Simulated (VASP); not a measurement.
CuI:

```
Cu I
1.0
     0.00000    3.15030    3.01204
     3.15030    0.00000    3.01204
     3.15030    3.15030    0.00000
Cu I
1 1
Direct
  0.25000 0.25000 0.25000
  0.00000 0.00000 0.00000
```

This cell differs from its parent crystal: biaxial xy strain +4.6%.

Base run:

| Item | Value |
| --- | --- |
| Program | VASP 6.6.1 |
| Functional | r2SCAN |
| Potentials or basis | VASP PAW PBE potentials, release 64 (Cu, I) |
| Cutoff | 520 eV |
| k mesh | 8 × 8 × 8 |
| Occupations | gaussian, width 0.01 eV |
| Spin | no spin polarisation |

Its results: band gap on the k mesh 1.39 eV; pressure -3.1 GPa.

**Question.** The run is repeated on the same cell with these changes: functional from r2SCAN to PBE; occupations from gaussian, width 0.01 eV to fermi-dirac, width 0.02 eV. What comes out?

**Answer.** Band gap on the k mesh 0.93 eV; pressure -1.8 GPa.

Caveats: spin-orbit coupling is left out, which moves the levels of the heavy elements; the cell stands under tension (at least some runs); the PAW data sets were made with another functional, which shifts forces and pressure a little (at least some runs).

